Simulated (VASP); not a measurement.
# GaAs (F-43m) in VASP: notebook

GaAs is run at these levels: PBEsol; tasks: vibrations by perturbation theory.

Everything below comes from runs of VASP 6.6.1. Logs are shortened: lines on timing, memory, paths and dates and some standing lists are left out, and cuts for length are marked.

## 1. The cell of the first run

The structure is cubic, space group F-43m (No. 216). Conventional cell: a = 5.543 Å, b = 5.543 Å, c = 5.543 Å, α = 90.00°, β = 90.00°, γ = 90.00°. Ga (site symmetry -43m) has 4 As at 2.40 Å within 3.2 Å. Within 3.2 Å of As (site symmetry -43m) lie 4 Ga at 2.40 Å.

## 2. Vibrations by perturbation theory, PBEsol

The input, INCAR:

```
ALGO = Normal
EDIFF = 1E-8
ENCUT = 520
GGA = PS
IBRION = 8
ISIF = 2
ISMEAR = 0
LASPH = T
LCHARG = F
LEPSILON = T
LREAL = F
LWAVE = F
NBANDS = 16
NELM = 60
NSW = 1
PREC = Accurate
SIGMA = 0.01
```

The input, KPOINTS:

```
k-points
0
Gamma
  12 12 12
```

The input, POSCAR:

```
GaAs
1.0
    0.0000000000      2.7713439132      2.7713439132
    2.7713439132      0.0000000000      2.7713439132
    2.7713439132      2.7713439132      0.0000000000
Ga As
1 1
Direct
    0.0000000000      0.0000000000      0.0000000000
    0.7500000000      0.7500000000      0.7500000000
```

Potentials or basis: VASP PAW PBE potentials, release 64 (Ga_d, As).

Started as:

```bash
cat potpaw_PBE.64/Ga_d/POTCAR potpaw_PBE.64/As/POTCAR > POTCAR
mpirun -np 1 vasp_std > vasp.out
```

OUTCAR:

```text
EDIFF = 1E-8
   ENCUT = 520
   GGA = PS
   IBRION = 8
   ISIF = 2
   ISMEAR = 0
   LASPH = T
   LEPSILON = T
   LREAL = F
   NELM = 60
   NSW = 1
   PREC = Accurate

 ion  position               nearest neighbor table
   1  0.000  0.000  0.000-   2 2.40   2 2.40   2 2.40   2 2.40
   2  0.750  0.750  0.750-   1 2.40   1 2.40   1 2.40   1 2.40

  LATTYP: Found a face centered cubic cell.
 ALAT       =     5.5426878264

  Lattice vectors:

 A1 = (   0.0000000000,   2.7713439132,   2.7713439132)
 A2 = (   2.7713439132,   0.0000000000,   2.7713439132)
 A3 = (   2.7713439132,   2.7713439132,   0.0000000000)

Analysis of symmetry for initial positions (statically):
=====================================================================
 Subroutine PRICEL returns:
 Original cell was already a primitive cell.

 Routine SETGRP: Setting up the symmetry group for a
 face centered cubic supercell.

 Subroutine GETGRP returns: Found 24 space group operations
 (whereof 24 operations were pure point group operations)
 out of a pool of 48 trial point group operations.

The static configuration has the point symmetry T_d .

Analysis of symmetry for dynamics (positions and initial velocities):
=====================================================================
 Subroutine PRICEL returns:
 Original cell was already a primitive cell.

 Routine SETGRP: Setting up the symmetry group for a
 face centered cubic supercell.

 Subroutine GETGRP returns: Found 24 space group operations
 (whereof 24 operations were pure point group operations)
 out of a pool of 48 trial point group operations.

The dynamic configuration has the point symmetry T_d .

 Subroutine INISYM returns: Found 24 space group operations
 (whereof 24 operations are pure point group operations),
 and found     1 'primitive' translations

----------------------------------------------------------------------------------------

                                     Primitive cell

  volume of cell :      42.5698

  direct lattice vectors                    reciprocal lattice vectors
     0.000000000  2.771343913  2.771343913    -0.180417882  0.180417882  0.180417882
     2.771343913  0.000000000  2.771343913     0.180417882 -0.180417882  0.180417882
     2.771343913  2.771343913  0.000000000     0.180417882  0.180417882 -0.180417882

  length of vectors
     3.919272148  3.919272148  3.919272148     0.312492939  0.312492939  0.312492939

  position of ions in fractional coordinates (direct lattice)
     0.000000000  0.000000000  0.000000000
     0.750000000  0.750000000  0.750000000

  ion indices of the primitive-cell ions
   primitive index   ion index
                 1           1
                 2           2

----------------------------------------------------------------------------------------

 KPOINTS: k-points

Automatic generation of k-mesh.
 Grid dimensions read from file:
 generate k-points for:   12   12   12

 Generating k-lattice:

  Cartesian coordinates                     Fractional coordinates (reciprocal lattice)
    -0.015034824  0.015034824  0.015034824     0.083333333  0.000000000  0.000000000
     0.015034824 -0.015034824  0.015034824     0.000000000  0.083333333  0.000000000
     0.015034824  0.015034824 -0.015034824     0.000000000  0.000000000  0.083333333

  Length of vectors
     0.026041078  0.026041078  0.026041078

  Shift w.r.t. Gamma in fractional coordinates (k-lattice)
     0.000000000  0.000000000  0.000000000

 Subroutine IBZKPT returns following result:
 ===========================================

 Found     72 irreducible k-points:

 Following reciprocal coordinates:
[... 561 lines left out ...]
 -----------------------------------------------------------------------------
  energy-cutoff  :      520.00
  volume of cell :       42.57
      direct lattice vectors                 reciprocal lattice vectors
     0.000000000  2.771343913  2.771343913    -0.180417882  0.180417882  0.180417882
     2.771343913  0.000000000  2.771343913     0.180417882 -0.180417882  0.180417882
     2.771343913  2.771343913  0.000000000     0.180417882  0.180417882 -0.180417882

 POSITION                                       TOTAL-FORCE (eV/Angst)
 -----------------------------------------------------------------------------------
      0.00000      0.00000      0.00000        -0.000000      0.000000     -0.000000
      4.15702      4.15702      4.15702         0.000000     -0.000000      0.000000
 -----------------------------------------------------------------------------------
    total drift:                                0.000000      0.000000      0.000000

  FREE ENERGIE OF THE ION-ELECTRON SYSTEM (eV)
  ---------------------------------------------------
  free  energy   TOTEN  =        -9.0489976830 eV

  energy  without entropy=       -9.0489976830  energy(sigma->0) =       -9.04899768

 HEAD OF MICROSCOPIC STATIC DIELECTRIC TENSOR (INDEPENDENT PARTICLE, excluding Hartree and local field effects)
 ------------------------------------------------------
          14.154294     0.000000    -0.000000
          -0.000000    14.154294     0.000000
          -0.000000     0.000000    14.154294
 ------------------------------------------------------

 Free energy of the ion-electron system (eV)
  ---------------------------------------------------
  ---------------------------------------------------
  free energy    TOTEN  =        -1.57396280 eV

  energy without entropy =       -1.57396280

------------------------ aborting loop because EDIFF is reached ----------------------------------------

--------------------------------------- Ionic step        2  -------------------------------------------

------------------------ aborting loop because EDIFF is reached ----------------------------------------

--------------------------------------- Ionic step        3  -------------------------------------------

------------------------ aborting loop because EDIFF is reached ----------------------------------------

 PIEZOELECTRIC TENSOR FIELD DIRECTION 3  (e Angst)
 -----------------------------------------------------------------------------
    -0.00077  2.03483  0.00000           (  0.00000  0.01817  0.00000)
     2.03483 -0.00077  0.00000           (  0.01817  0.00000  0.00000)
     0.00000  0.00000 -0.00074           (  0.00000  0.00000  0.00000)

 PIEZOELECTRIC TENSOR FIELD DIRECTION 3  (C/m^2)
 -----------------------------------------------------------------------------
    -0.00029  0.76584  0.00000
     0.76584 -0.00029  0.00000
     0.00000  0.00000 -0.00028

--------------------------------------- Ionic step        4  -------------------------------------------

------------------------ aborting loop because EDIFF is reached ----------------------------------------

[... ionic steps 5 to 6 ...]

--------------------------------------- Ionic step        7  -------------------------------------------

 Free energy of the ion-electron system (eV)
  ---------------------------------------------------
  ---------------------------------------------------
  free energy    TOTEN  =        -0.04368383 eV

  energy without entropy =       -0.04368383

------------------------ aborting loop because EDIFF is reached ----------------------------------------

 INTERNAL STRAIN TENSOR  FOR ION    2  DIRECTION 1   (eV/Angst):
 -----------------------------------------------------------------------------
    -0.00458  0.00000  0.00000
     0.00000  0.00339  9.45277
     0.00000  9.45277  0.00339

 MACROSCOPIC STATIC DIELECTRIC TENSOR (including local field effects in DFT)
 ------------------------------------------------------
          13.552720    -0.000000     0.000000
           0.000000    13.552720    -0.000000
           0.000000     0.000000    13.552720
 ------------------------------------------------------

 PIEZOELECTRIC TENSOR (including local field effects)  for field in x, y, z        (e  Angst)
          XX          YY          ZZ          XY          YZ          ZX
  --------------------------------------------------------------------------------
  x     0.00000     0.00000    -0.00000     0.00000     2.04029     0.00000
  y    -0.00000     0.00000    -0.00000     0.00000     0.00000     2.04029
  z     0.00000     0.00000     0.00000     2.04029     0.00000     0.00000

 PIEZOELECTRIC TENSOR (including local field effects)  for field in x, y, z        (C/m^2)
          XX          YY          ZZ          XY          YZ          ZX
  --------------------------------------------------------------------------------
  x     0.00000     0.00000    -0.00000     0.00000     0.76789     0.00000
  y    -0.00000     0.00000    -0.00000     0.00000     0.00000     0.76789
  z     0.00000     0.00000     0.00000     0.76789     0.00000     0.00000

 BORN EFFECTIVE CHARGES (including local field effects) (in |e|, cummulative output)
 ---------------------------------------------------------------------------------
 ion    1
    1     2.00800     0.00000     0.00000
    2     0.00000     2.00800     0.00000
    3     0.00000     0.00000     2.00800
 ion    2
    1    -2.00800     0.00000     0.00000
    2     0.00000    -2.00800     0.00000
    3     0.00000     0.00000    -2.00800

 INTERNAL STRAIN TENSOR FOR ION    2 for displacements in x,y,z  (eV/Angst):
          X           Y           Z          XY          YZ          ZX
  --------------------------------------------------------------------------------
  x    -0.00000     0.00000     0.00000     0.00000     9.45277     0.00000
  y     0.00000    -0.00000     0.00000     0.00000     0.00000     9.45277
  z     0.00000     0.00000    -0.00000     9.45277     0.00000     0.00000

 SECOND DERIVATIVES (NOT SYMMETRIZED)
 ------------------------------------
               1X          1Y          1Z          2X          2Y          2Z
  1X   -10.721663    0.000000    0.000000   10.721663    0.000000    0.000000
  1Y     0.000000  -10.721663    0.000000    0.000000   10.721663    0.000000
  1Z     0.000000    0.000000  -10.721663    0.000000    0.000000   10.721663
  2X    10.702737    0.000000    0.000000  -10.702737    0.000000    0.000000
  2Y     0.000000   10.702737    0.000000    0.000000  -10.702737    0.000000
  2Z     0.000000    0.000000   10.702737    0.000000    0.000000  -10.702737

 Eigenvectors and eigenvalues of the dynamical matrix
 ----------------------------------------------------

   1 f  =    8.514438 THz    53.497793 2PiTHz  284.011088 cm-1    35.212871 meV
             X         Y         Z           dx          dy          dz
      0.000000  0.000000  0.000000     0.000000    0.720009    0.000000
      4.157016  4.157016  4.157016     0.000000   -0.693965    0.000000
[... 21 lines left out ...]
   6 f/i=    0.003758 THz     0.023614 2PiTHz    0.125365 cm-1     0.015543 meV
             X         Y         Z           dx          dy          dz
      0.000000  0.000000  0.000000     0.000000    0.000000   -0.693965
      4.157016  4.157016  4.157016     0.000000    0.000000   -0.720009

--------------------------------------------------------------------------------------------------------

 MACROSCOPIC STATIC DIELECTRIC TENSOR IONIC CONTRIBUTION
 ------------------------------------------------------
           1.599978     0.000000     0.000000
           0.000000     1.599978     0.000000
           0.000000     0.000000     1.599978
 ------------------------------------------------------

 ELASTIC MODULI CONTR FROM IONIC RELAXATION (kBar)
 Direction    XX          YY          ZZ          XY          YZ          ZX
 --------------------------------------------------------------------------------
 XX          -0.0000      0.0000     -0.0000     -0.0000      0.0000     -0.0000
 YY           0.0000     -0.0000     -0.0000     -0.0000     -0.0000     -0.0000
 ZZ          -0.0000     -0.0000     -0.0000     -0.0000     -0.0000     -0.0000
 XY          -0.0000     -0.0000     -0.0000   -311.6444      0.0000      0.0000
 YZ           0.0000     -0.0000     -0.0000      0.0000   -311.6444      0.0000
 ZX          -0.0000     -0.0000     -0.0000      0.0000      0.0000   -311.6444
 --------------------------------------------------------------------------------

 PIEZOELECTRIC TENSOR IONIC CONTR  for field in x, y, z        (C/m^2)
          XX          YY          ZZ          XY          YZ          ZX
  --------------------------------------------------------------------------------
  x     0.00000    -0.00000    -0.00000     0.00000    -0.66444     0.00000
  y    -0.00000    -0.00000    -0.00000     0.00000     0.00000    -0.66444
  z    -0.00000    -0.00000    -0.00000    -0.66444     0.00000     0.00000
```

It took 33 min on 1 thread of Intel Xeon Platinum 8259CL at 2.50GHz (Skylake/Cascade Lake), shared host; peak memory 0.55 GiB.

What came out:

- Electronic dielectric tensor (diagonal): 13.55
- Born charges (mean of the diagonal): Ga +2.01; As -2.01 e
- Highest phonon frequency at Γ, LO-TO splitting left out: 284 cm⁻¹

Phonon frequencies in cm⁻¹ (negative: imaginary):
| q point | frequencies |
| --- | --- |
| (0.000, 0.000, 0.000) | 0 0 0 284 284 284 |

Electronic dielectric tensor:
```
13.55  0.00  0.00
 0.00 13.55  0.00
 0.00  0.00 13.55
```

Born effective charge tensors (e):
atom 1, Ga
```
2.01 0.00 0.00
0.00 2.01 0.00
0.00 0.00 2.01
```
atom 2, As
```
-2.01  0.00  0.00
 0.00 -2.01  0.00
 0.00  0.00 -2.01
```

Caveat: the cell stands under pressure or tension, which shifts response properties.

[end of part 1 of 2]
